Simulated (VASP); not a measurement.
**YbSb2S2: single point with PBE**

YbSb2S2:

```
CELL_PARAMETERS angstrom
4.15088 0.75358 -0.13626
-1.42282 3.97156 0.13626
-0.22415 0.12941 6.77066
ATOMIC_POSITIONS crystal
Yb 0.00000 0.00000 0.00000
S 0.36833 0.63167 0.83014
S 0.63167 0.36833 0.16986
Sb 0.21293 0.78707 0.46275
Sb 0.78707 0.21293 0.53725
```

```
Program                : VASP 6.6.1
Task                   : single point
Functional             : PBE
Potentials or basis    : VASP PAW PBE potentials, release 64 (Yb, S, Sb)
Cutoff                 : 520 eV
k mesh                 : 6 × 6 × 3
Occupations            : fermi-dirac, width 0.1 eV
Spin                   : no spin polarisation
Dipole correction      : no
Further INCAR settings : ALGO = Normal; EDIFF = 1e-07; NBANDS = 31
```

```json
{
 "Pressure": "4.9 GPa",
 "Largest force": "0.041 eV/Å",
 "Band gap on the k mesh": "zero (bands 23 and 24 overlap by 0.41 eV)"
}
```

Forces on the atoms (eV/Å):
```
Yb   0.000  0.000  0.000
S    0.000  0.000  0.013
S    0.000  0.000 -0.013
Sb   0.016 -0.009 -0.036
Sb  -0.016  0.009  0.036
```

Levels at points of the mesh, in eV from the Fermi level:
```
           k point  band 21  band 22  band 23  band 24  band 25  band 26
(0.00, 0.00, 0.00)    -0.41    -0.35    -0.28    -0.03     2.08     2.34
(0.50, 0.00, 0.00)    -0.40    -0.35    -0.21     0.44     1.31     1.90
(0.50, 0.50, 0.00)    -0.44    -0.42    -0.42     1.38     1.79     4.05
```

It took 2.7 min on 1 thread of Intel(R) Xeon(R) 6975P-C (Granite Rapids), with other jobs on the host, peak memory 0.3 GiB.

Caveat: the cell stands under pressure; spin-orbit coupling is left out, which moves the levels of the heavy elements. Spin polarisation is off, so any magnetic state and its effect on volume and gap are missing.
